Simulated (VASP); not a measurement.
Crystal: RbAs8.

```
Rb As
1.0
     7.67706    0.00000    0.00000
    -3.83853    6.64853    0.00000
     0.00000    0.00000    5.45265
Rb As
1 8
Direct
  0.00000 0.00000 0.50000
  0.33333 0.66667 0.11569
  0.33333 0.16667 0.11569
  0.83333 0.66667 0.11569
  0.83333 0.16667 0.11569
  0.16667 0.83333 0.88431
  0.16667 0.33333 0.88431
  0.66667 0.83333 0.88431
  0.66667 0.33333 0.88431
```

| Item | Value |
| --- | --- |
| Program | VASP 6.6.1 |
| Task | relaxation of cell and atoms |
| Functional | PBE |
| Dispersion | D3(BJ) |
| Potentials or basis | VASP PAW PBE potentials, release 64 (Rb_sv, As) |
| Cutoff | 600 eV |
| k mesh | 3 × 3 × 4 |
| Occupations | gaussian, width 0.1 eV |
| Spin | no spin polarisation |

At the start: pressure -0.2 GPa; volume 30.92 Å³/atom.

Question: How do energy, volume and symmetry change on relaxing?

Answer: Over 26 steps the energy falls by 122.1 meV/atom and the volume is 35.29 Å³/atom (+14.1 %); space group P-3m1 (No. 164, to 0.1 Å) before and after.

Step by step:
```tsv
step	energy change (eV)	largest force (eV/Å)	pressure (GPa)	volume (Å³)
1	0.0000	0.7287	-0.15	278.31
2	-0.3852	0.5177	0.29	276.94
3	-0.7616	0.7928	1.94	271.48
4	-0.8167	0.9515	-1.54	292.50
5	-0.8763	0.6522	-0.23	283.57
6	-1.0004	0.2016	0.16	289.78
7	-1.0147	0.1174	0.35	292.49
8	-1.0147	0.1146	0.36	292.67
9	-1.0201	0.2348	-0.20	298.55
10	-1.0203	0.2164	-0.12	297.64
11	-1.0270	0.0829	-0.01	299.86
12	-1.0289	0.1475	0.08	301.73
13	-1.0333	0.1404	0.02	303.31
14	-1.0439	0.1454	-0.18	308.04
15	-1.0517	0.2377	-0.52	317.46
16	-1.0548	0.2384	-0.49	318.18
17	-1.0625	0.2408	-0.40	320.33
18	-1.0691	0.2447	-0.22	324.54
19	-1.0752	0.2088	-0.13	323.81
20	-1.0860	0.1559	0.13	321.64
21	-1.0869	0.1760	0.24	320.76
22	-1.0918	0.0884	0.03	321.34
23	-1.0925	0.1302	-0.09	321.68
24	-1.0942	0.1176	-0.08	321.27
25	-1.0978	0.0797	-0.04	320.06
26	-1.0991	0.0147	0.04	317.63
```

Final structure:
```yaml
crystal:
  lattice:
    - [7.22159, 0.00000, 0.00000]
    - [-3.61079, 6.25408, 0.00000]
    - [0.00000, 0.00000, 7.03280]
  atoms:
    - { symbol: Rb, position: [0.00000, 0.00000, 0.50000] }
    - { symbol: As, position: [0.33333, 0.66667, 0.10450] }
    - { symbol: As, position: [0.33749, 0.16875, 0.09508] }
    - { symbol: As, position: [0.83125, 0.66251, 0.09508] }
    - { symbol: As, position: [0.83125, 0.16875, 0.09508] }
    - { symbol: As, position: [0.16875, 0.83125, 0.90492] }
    - { symbol: As, position: [0.16875, 0.33749, 0.90492] }
    - { symbol: As, position: [0.66251, 0.83125, 0.90492] }
    - { symbol: As, position: [0.66667, 0.33333, 0.89550] }
```

Caveat: a cell axis changed by over 15 % at a fixed basis, so the end point is rough.
